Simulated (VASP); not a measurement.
Input of a VASP 6.6.1 run:

INCAR

```
PREC     = Accurate       # precision mode
ENCUT    = 520            # plane-wave cutoff, eV
EDIFF    = 1E-6           # SCF threshold, eV
ISMEAR   = 0              # smearing method
SIGMA    = 0.1            # smearing width, eV
LREAL    = False          # projectors in reciprocal space
LASPH    = True           # aspherical terms in the spheres
NELM     = 100            # most SCF steps
ALGO     = Normal         # electronic algorithm
ISIF     = 2              # what is computed and relaxed
LWAVE    = False          # write WAVECAR
LCHARG   = False          # write CHGCAR
GGA      = PE             # functional
NBANDS   = 32             # bands
```

Contents of KPOINTS:

```
Automatic mesh
0
Gamma
  6 6 6
```

File POSCAR:

```
InB3
1.0
    3.3226853230      1.9183532657      2.5082468116
   -3.3226853230      1.9183532657      2.5082468116
    0.0000000000     -3.8367065313      2.5082468116
In B
2 6
Direct
    0.3264361721      0.3264361721      0.3264361721
    0.6735638279      0.6735638279      0.6735638279
    0.9395239436      0.3200439033      0.9395239436
    0.9395239436      0.9395239436      0.3200439033
    0.3200439033      0.9395239436      0.9395239436
    0.0604760564      0.6799560967      0.0604760564
    0.6799560967      0.0604760564      0.0604760564
    0.0604760564      0.0604760564      0.6799560967
```

Potentials or basis: VASP PAW PBE potentials, release 64 (In_d, B).

Launch:

```console
$ cat potpaw_PBE.64/In_d/POTCAR potpaw_PBE.64/B/POTCAR > POTCAR
$ mpirun -np 1 vasp_std > vasp.out
```

Question: Estimate the largest force.

Answer: 0.008 eV/Å.

Question: Estimate the pressure.

Answer: 0.0 GPa.

Question: What does it give for the band gap on the k mesh?

Answer: Zero (bands 22 and 23 overlap by 2.24 eV).

Forces on the atoms (eV/Å):
```
In   0.000  0.000  0.008
In   0.000  0.000 -0.008
B    0.000  0.000  0.001
B    0.000  0.000  0.001
B    0.000  0.000  0.001
B    0.000  0.000 -0.001
B    0.000  0.000 -0.001
B    0.000  0.000 -0.001
```

Caveat: spin-orbit coupling is left out, which moves the levels of the heavy elements.
